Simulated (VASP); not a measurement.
# Rb (Im-3m) in VASP: notebook

The runs below take Rb through single point, with PBE.

All numbers are computed with VASP 6.6.1; they aren't measurements. Logs are shortened: lines on timing, memory, paths and dates and some standing lists are left out, and cuts for length are marked.

**1. The cell of the first run**

It takes space group Im-3m (No. 229, cubic). Conventional cell: a = 5.605 Å, b = 5.605 Å, c = 5.605 Å, α = 90.00°, β = 90.00°, γ = 90.00°.

**2. Single point, PBE**

The input, INCAR:

```
SYSTEM = Rb
PREC = Accurate
ENCUT = 520
EDIFF = 1E-6
ISMEAR = 1
SIGMA = 0.1
LREAL = .False.
LASPH = .True.
NELM = 60
ALGO = Normal
ISIF = 2
LWAVE = .False.
LCHARG = .False.
GGA = PE
NBANDS = 10
```

The input, KPOINTS:

```
regular mesh
0
Gamma
  5 5 5
  0 0 0
```

The input, POSCAR:

```
Rb
1.0
   -2.8025000000      2.8025000000      2.8025000000
    2.8025000000     -2.8025000000      2.8025000000
    2.8025000000      2.8025000000     -2.8025000000
Rb
1
Direct
    0.0069113484      0.0155040275      0.0134849366
```

Potentials or basis: VASP PAW PBE potentials, release 64 (Rb_sv).

Command:

```bash
$ cat potpaw_PBE.64/Rb_sv/POTCAR > POTCAR
$ mpirun -np 1 vasp_std > vasp.out
```

OUTCAR:

```text
SYSTEM = Rb
   PREC = Accurate
   ENCUT = 520
   EDIFF = 1E-6
   ISMEAR = 1
   LREAL = .False.
   LASPH = .True.
   NELM = 60
   ISIF = 2
   GGA = PE

 ion  position               nearest neighbor table
   1  0.007  0.016  0.013-

  LATTYP: Found a body centered cubic cell.
 ALAT       =     5.6050000000

  Lattice vectors:

 A1 = (  -2.8025000000,   2.8025000000,   2.8025000000)
 A2 = (   2.8025000000,  -2.8025000000,   2.8025000000)
 A3 = (   2.8025000000,   2.8025000000,  -2.8025000000)

Analysis of symmetry for initial positions (statically):
=====================================================================
 Subroutine PRICEL returns:
 Original cell was already a primitive cell.

 Routine SETGRP: Setting up the symmetry group for a
 body centered cubic supercell.

 Subroutine GETGRP returns: Found 48 space group operations
 (whereof  1 operations were pure point group operations)
 out of a pool of 48 trial point group operations.

The static configuration has the point symmetry C_1 .
 The point group associated with its full space group is O_h .

Analysis of symmetry for dynamics (positions and initial velocities):
=====================================================================
 Subroutine PRICEL returns:
 Original cell was already a primitive cell.

 Routine SETGRP: Setting up the symmetry group for a
 body centered cubic supercell.

 Subroutine GETGRP returns: Found 48 space group operations
 (whereof  1 operations were pure point group operations)
 out of a pool of 48 trial point group operations.

The dynamic configuration has the point symmetry C_1 .
 The point group associated with its full space group is O_h .

 Subroutine INISYM returns: Found 48 space group operations
 (whereof  1 operations are pure point group operations),
 and found     1 'primitive' translations

----------------------------------------------------------------------------------------

                                     Primitive cell

  volume of cell :      88.0434

  direct lattice vectors                    reciprocal lattice vectors
    -2.802500000  2.802500000  2.802500000     0.000000000  0.178412132  0.178412132
     2.802500000 -2.802500000  2.802500000     0.178412132  0.000000000  0.178412132
     2.802500000  2.802500000 -2.802500000     0.178412132  0.178412132  0.000000000

  length of vectors
     4.854072388  4.854072388  4.854072388     0.252312857  0.252312857  0.252312857

  position of ions in fractional coordinates (direct lattice)
     0.006911348  0.015504028  0.013484937

  ion indices of the primitive-cell ions
   primitive index   ion index
                 1           1

----------------------------------------------------------------------------------------

 KPOINTS: regular mesh

Automatic generation of k-mesh.
 Grid dimensions read from file:
 generate k-points for:    5    5    5

 Generating k-lattice:

  Cartesian coordinates                     Fractional coordinates (reciprocal lattice)
     0.000000000  0.035682426  0.035682426     0.200000000  0.000000000  0.000000000
     0.035682426  0.000000000  0.035682426     0.000000000  0.200000000  0.000000000
     0.035682426  0.035682426  0.000000000     0.000000000  0.000000000  0.200000000

  Length of vectors
     0.050462571  0.050462571  0.050462571

  Shift w.r.t. Gamma in fractional coordinates (k-lattice)
     0.000000000  0.000000000  0.000000000

 Subroutine IBZKPT returns following result:
 ===========================================

 Found     10 irreducible k-points:

 Following reciprocal coordinates:
            Coordinates               Weight
  0.000000  0.000000  0.000000      1.000000
  0.200000  0.000000  0.000000     12.000000
  0.400000  0.000000  0.000000     12.000000
  0.200000  0.200000  0.000000     24.000000
  0.400000  0.200000  0.000000     24.000000
  0.200000  0.200000  0.200000      8.000000
 -0.200000  0.200000  0.200000      6.000000
 -0.400000  0.400000  0.200000     24.000000
 -0.400000 -0.400000  0.200000      8.000000
 -0.400000  0.400000  0.400000      6.000000
   k-points           NKPTS =     10   k-points in BZ     NKDIM =     10   number of bands    NBANDS=     10
   number of dos      NEDOS =    301   number of ions     NIONS =      1
   total plane-waves  NPLWV =  46656
   dimension x,y,z NGX =    36 NGY =   36 NGZ =   36
   dimension x,y,z NGXF=    72 NGYF=   72 NGZF=   72
   ions per type =               1
   NGX,Y,Z   is equivalent  to a cutoff of  12.33, 12.33, 12.33 a.u.
   NGXF,Y,Z  is equivalent  to a cutoff of  24.66, 24.66, 24.66 a.u.
 SYSTEM =  Rb
   PREC   = accura    normal or accurate (medium, high low for compatibility)
   ISTART =      0    job   : 0-new  1-cont  2-samecut
   ICHARG =      2    charge: 1-file 2-atom 10-const
   ISPIN  =      1    spin polarized calculation?
   LNONCOLLINEAR =      F non collinear calculations
   LSORBIT =      F    spin-orbit coupling
   LASPH  =      T    aspherical Exc in radial PAW
   ENCUT  =  520.0 eV  38.22 Ry    6.18 a.u.   9.03  9.03  9.03*2*pi/ulx,y,z
   NELM   =     60;   NELMIN=  2; NELMDL= -5     # of ELM steps
   EDIFF  = 0.1E-05   stopping-criterion for ELM
   LREAL  =      F    real-space projection
   EDIFFG = 0.1E-04   stopping-criterion for IOM
   NSW    =      0    number of steps for IOM
   IBRION =     -1    ionic relax: 0-MD 1-quasi-New 2-CG
   NFREE  =      0    steps in history (QN), initial steepest desc. (CG)
   ISIF   =      2    stress and relaxation
   ISYM   =      2    0-nonsym 1-usesym 2-fastsym
   POTIM  = 0.5000    time-step for ionic-motion
   TEBEG  =    0.0;   TEEND  =   0.0 temperature during run
   PSTRESS=    0.0 pullay stress
   NELECT =       9.0000    total number of electrons
   NUPDOWN=      -1.0000    fix difference up-down
   EMIN   =  10.00;   EMAX   =-10.00  energy-range for DOS
   EFERMI =   0.00;   METHOD = LEGACY
   ISMEAR =     1;   SIGMA  =   0.10  broadening in eV -4-tet -1-fermi 0-gaus
   EFERMI_NEDOS =   21; number of points for ismear=-14 and -15
   IALGO  =     38    algorithm
   IMIX   =      4    mixing-type and parameters
     AMIX     =   0.40;   BMIX     =  1.00
     AMIX_MAG =   1.60;   BMIX_MAG =  1.00
  volume/ion in A,a.u.               =      88.04       594.15
  Fermi-wavevector in a.u.,A,eV,Ry     =   0.765462  1.446513  7.972081  0.585931
  Thomas-Fermi vector in A             =   1.865587
   LORBIT       =      0    0 simple, 1 ext, 2 COOP (PROOUT), +10 PAW based schemes
   GGA     = PE    functional components
   LHFCALC =     F    Hartree Fock is set to
   AEXX    =    0.0000 exact exchange contribution
   IVDW    =     0    specifies the selected vdW correction
   LEPSILON=     F    determine dielectric tensor
   LRPA    =     F    only Hartree local field effects (RPA)
 non-spin polarized calculation
 Methfessel and Paxton  Order N= 1 SIGMA  =   0.10
  energy-cutoff  :      520.00
  volume of cell :       88.04
 maximum number of plane-waves:      2382
   NGX = 19   NGY = 19   NGZ = 19

 number of electron       9.0000000 magnetization

 Free energy of the ion-electron system (eV)
  ---------------------------------------------------
  ext. energy  EPLUGINS =         0.00000000
  ---------------------------------------------------
  free energy    TOTEN  =        -0.93666162 eV

  energy without entropy =       -0.93205443  energy(sigma->0) =       -0.93512589

 E-fermi :   0.1493     XC(G=0):  -5.5461

 val. band max:       -0.2237430378   @ k =   0.4000   0.0000   0.0000
 cond. band min:       0.1721465343   @ k =  -0.4000   0.4000   0.2000
 fundamental gap:      0.3958895721
 Fermi energy:         0.1493464962

 k-point     1 :       0.0000    0.0000    0.0000
  band No.  band energies     occupation
      1     -28.7988      2.00000
      2     -12.8375      2.00000
      3     -12.8375      2.00000
      4     -12.8375      2.00000
      5      -1.9285      2.00000
      6       3.7973      0.00000
      7       3.7973      0.00000
      8       3.7973      0.00000
      9       4.7527      0.00000
     10       4.7527      0.00000

 k-point     2 :       0.2000    0.0000    0.0000
  band No.  band energies     occupation
      1     -28.7971      2.00000
      2     -12.8753      2.00000
      3     -12.8499      2.00000
      4     -12.8375      2.00000
      5      -1.4538      2.00000
      6       2.9536      0.00000
      7       3.2891      0.00000
      8       4.2449      0.00000
      9       4.5138      0.00000
     10       4.6597      0.00000

 k-point     3 :       0.4000    0.0000    0.0000
  band No.  band energies     occupation
      1     -28.7944      2.00000
      2     -12.9347      2.00000
      3     -12.8698      2.00000
      4     -12.8376      2.00000
      5      -0.2237      2.00000
      6       1.4398     -0.00000
      7       2.7530      0.00000
      8       4.5251      0.00000
      9       4.9509      0.00000
     10       5.4986      0.00000

 k-point     4 :       0.2000    0.2000    0.0000
  band No.  band energies     occupation
      1     -28.7949      2.00000
      2     -12.9149      2.00000
      3     -12.8666      2.00000
      4     -12.8458      2.00000
      5      -0.5850      2.00000
      6       2.1145     -0.00000
      7       2.5348      0.00000
      8       4.4255      0.00000
      9       4.6329      0.00000
     10       5.2701      0.00000

 k-point     5 :       0.4000    0.2000    0.0000
  band No.  band energies     occupation
      1     -28.7935      2.00000
      2     -12.9314      2.00000
      3     -12.8872      2.00000
      4     -12.8481      2.00000
      5       0.6966     -0.00000
      6       0.9926     -0.00000
      7       2.1345     -0.00000
      8       4.1088      0.00000
      9       5.0757      0.00000
     10       5.2221      0.00000

 k-point     6 :       0.2000    0.2000    0.2000
  band No.  band energies     occupation
      1     -28.7939      2.00000
      2     -12.9174      2.00000
      3     -12.8725      2.00000
      4     -12.8725      2.00000
      5       0.5516     -0.00000
      6       1.6948     -0.00000
      7       1.6948     -0.00000
      8       3.4017      0.00000
      9       5.3851      0.00000
     10       5.3851      0.00000

 k-point     7 :      -0.2000    0.2000    0.2000
  band No.  band energies     occupation
      1     -28.7956      2.00000
      2     -12.8801      2.00000
      3     -12.8629      2.00000
      4     -12.8629      2.00000
      5      -1.0027      2.00000
      6       2.8831      0.00000
      7       3.2471      0.00000
      8       3.2471      0.00000
      9       4.3864      0.00000
     10       5.2579      0.00000

 k-point     8 :      -0.4000    0.4000    0.2000
  band No.  band energies     occupation
      1     -28.7930      2.00000
      2     -12.9256      2.00000
      3     -12.8838      2.00000
      4     -12.8650      2.00000
      5       0.1721      0.62500
      6       1.5921     -0.00000
      7       2.9734      0.00000
      8       3.1685      0.00000
      9       4.5570      0.00000
     10       5.4606      0.00000

 k-point     9 :      -0.4000   -0.4000    0.2000
  band No.  band energies     occupation
      1     -28.7918      2.00000
      2     -12.9160      2.00000
      3     -12.9160      2.00000
      4     -12.8713      2.00000
      5       1.2326     -0.00000
      6       1.2326     -0.00000
      7       1.8656     -0.00000
      8       4.0569      0.00000
      9       4.0569      0.00000
     10       5.1941      0.00000

 k-point    10 :      -0.4000    0.4000    0.4000
  band No.  band energies     occupation
      1     -28.7908      2.00000
      2     -12.9128      2.00000
      3     -12.9064      2.00000
      4     -12.9064      2.00000
      5       0.9865     -0.00000
      6       1.5005     -0.00000
      7       3.2205      0.00000
      8       3.3019      0.00000
      9       3.3019      0.00000
     10       5.7995      0.00000

------------------------ aborting loop because EDIFF is reached ----------------------------------------

  FORCE on cell =-STRESS in cart. coord.  units (eV):
  Direction    XX          YY          ZZ          XY          YZ          ZX
  --------------------------------------------------------------------------------------
  -------------------------------------------------------------------------------------
  Total        0.0471996      0.0471996      0.0471996     -0.0000000      0.0000000     -0.0000000
  in kB        0.8589184      0.8589184      0.8589184     -0.0000000      0.0000000     -0.0000000
  external PRESSURE =       0.8589184 kB  Pullay stress =       0.0000000 kB

 VOLUME and BASIS-vectors are now :
 -----------------------------------------------------------------------------
  energy-cutoff  :      520.00
  volume of cell :       88.04
      direct lattice vectors                 reciprocal lattice vectors
    -2.802500000  2.802500000  2.802500000     0.000000000  0.178412132  0.178412132
     2.802500000 -2.802500000  2.802500000     0.178412132  0.000000000  0.178412132
     2.802500000  2.802500000 -2.802500000     0.178412132  0.178412132  0.000000000

 POSITION                                       TOTAL-FORCE (eV/Angst)
 -----------------------------------------------------------------------------------
      0.06187      0.01371      0.02503        -0.000000      0.000000     -0.000000
 -----------------------------------------------------------------------------------
    total drift:                               -0.000000      0.000000     -0.000000

  FREE ENERGIE OF THE ION-ELECTRON SYSTEM (eV)
  ---------------------------------------------------
  free  energy   TOTEN  =        -0.9366616234 eV

  energy  without entropy=       -0.9320544290  energy(sigma->0) =       -0.93512589
```

It took 6.3 s on 1 thread of Intel Xeon 6975P-C, shared host; peak memory 0.19 GiB.

Results:

```
Free energy : -0.9367 eV
Pressure    : 0.1 GPa
```

Levels at points of the mesh, in eV from the Fermi level:
| k point | band 2 | band 3 | band 4 | band 5 | band 6 | band 7 |
| --- | --- | --- | --- | --- | --- | --- |
| (0.00, 0.00, 0.00) | -12.99 | -12.99 | -12.99 | -2.08 | 3.65 | 3.65 |

**3. Single point, PBE**

This run uses another cell than the first one, of 88.22 Å³/atom, 1.002 times its volume.

The input, INCAR:

```
PREC = Accurate ; ENCUT = 520
EDIFF = 1E-7 ; ISMEAR = 1
SIGMA = 0.1 ; LREAL = False
LASPH = True ; NELM = 80
ALGO = Normal ; ISIF = 2
LWAVE = False ; LCHARG = False
GGA = PE ; NBANDS = 10
```

The input, KPOINTS:

```
Automatic mesh
0
Gamma
  5 5 5
```

The input, POSCAR:

```
Rb
1.0
   -2.8043936422      2.8043936422      2.8043936422
    2.8043936422     -2.8043936422      2.8043936422
    2.8043936422      2.8043936422     -2.8043936422
Rb
1
Direct
    0.0069113484      0.0155040275      0.0134849366
```

Potentials or basis: VASP PAW PBE potentials, release 64 (Rb_sv).

Command:

```bash
$ cat potpaw_PBE.64/Rb_sv/POTCAR > POTCAR
$ mpirun -np 1 vasp_std > vasp.out
```

Run time: 6.1 s. Hardware: 1 thread of Intel Xeon 6975P-C, shared host; peak memory 0.19 GiB.

The run converged. Its results:

* Free energy: -0.9368 eV
* Pressure: 0.1 GPa

Levels at points of the mesh, in eV from the Fermi level:
```
           k point  band 1  band 2  band 3  band 4  band 5  band 6  band 7  band 8  band 9
(0.00, 0.00, 0.00)  -28.95  -12.99  -12.99  -12.99   -2.08    3.65    3.65    3.65    4.60
```

**4. Single point, PBE**

This run uses another cell than the first one, of 90.61 Å³/atom, 1.029 times its volume.

The input, INCAR:

```
SYSTEM = Rb
ALGO = Normal ; EDIFF = 1E-6
ENCUT = 520 ; GGA = PE
ISIF = 2 ; ISMEAR = 1
LASPH = .True. ; LCHARG = .False.
LREAL = .False. ; LWAVE = .False.
NBANDS = 10 ; NELM = 100
PREC = Accurate ; SIGMA = 0.1
```

The input, KPOINTS:

```
k-points
0
Gamma
  5 5 5
  0 0 0
```

The input, POSCAR:

```
Rb
1.0
   -2.8294781411      2.8294781411      2.8294781411
    2.8294781411     -2.8294781411      2.8294781411
    2.8294781411      2.8294781411     -2.8294781411
Rb
1
Direct
    0.0069113484      0.0155040275      0.0134849366
```

Command:

```bash
$ cat potpaw_PBE.64/Rb_sv/POTCAR > POTCAR
$ mpirun -np 1 vasp_std > vasp.out
```

Wall time 5.2 s (1 thread of Intel Xeon 6975P-C, shared host); peak memory 0.19 GiB.

Results (log left out):

* Free energy: -0.9374 eV
* Pressure: 0.0 GPa

Levels at points of the mesh, in eV from the Fermi level:
```csv
k point,band 1,band 2,band 3,band 4,band 5,band 6,band 7,band 8,band 9
"(0.00, 0.00, 0.00)",-28.96,-13.00,-13.00,-13.00,-2.04,3.62,3.62,3.62,4.56
```

**5. Summary**

```csv
cell,gap on the mesh (eV),pressure (GPa)
"a = 4.854 Å, angles 109.5°, 1 atom",none,0.1
"a = 4.857 Å, angles 109.5°, 1 atom",none,0.1
"a = 4.901 Å, angles 109.5°, 1 atom",none,0.0
```

Alike in all rows: task single point; level PBE; potentials or basis VASP PAW PBE potentials, release 64 (Rb_sv); no spin polarisation; k mesh 5 × 5 × 5; cutoff (eV) 520; smearing methfessel-paxton 0.1 eV.

Total energies depend on the potentials used, so only differences within one code and one set of settings carry meaning.
